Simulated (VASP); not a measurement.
Runs of VASP 6.6.1 on SrCl2. The structure is that of space group Fm-3m (No. 225), or close to it. The cells are those of the table. 

```csv
cell,k mesh,smearing,gap on the mesh (eV),pressure (GPa)
"a = 4.976 Å, angles 119.9, 119.9, 90.1°, 3 atoms",4 × 4 × 4,gaussian 0.15 eV,5.23,0.1
"a = 4.770 Å, angles 60.0°, 3 atoms",6 × 6 × 6,gaussian 0.02 eV,(a),5.9
"a = 4.933 Å, angles 60.0°, 3 atoms",4 × 4 × 4,gaussian 0.1 eV,5.34,1.1
"a = 4.929 Å, angles 60.0°, 3 atoms",4 × 4 × 4,gaussian 0.1 eV,(b),1.2
"a = 4.978 Å, angles 60.0°, 3 atoms",4 × 4 × 4,gaussian 0.1 eV,5.23,0.1
```

Alike in all rows: task single point; level PBE; potentials or basis VASP PAW PBE potentials, release 64 (Sr_sv, Cl); no spin polarisation; cutoff (eV) 500.

Q: Fill in the values left out.

A: (a) 5.44; (b) 5.35.

Caveats: some runs use coarse meshes.

A k mesh can miss the band edges, and the runs leave out spin-orbit coupling on Sr.
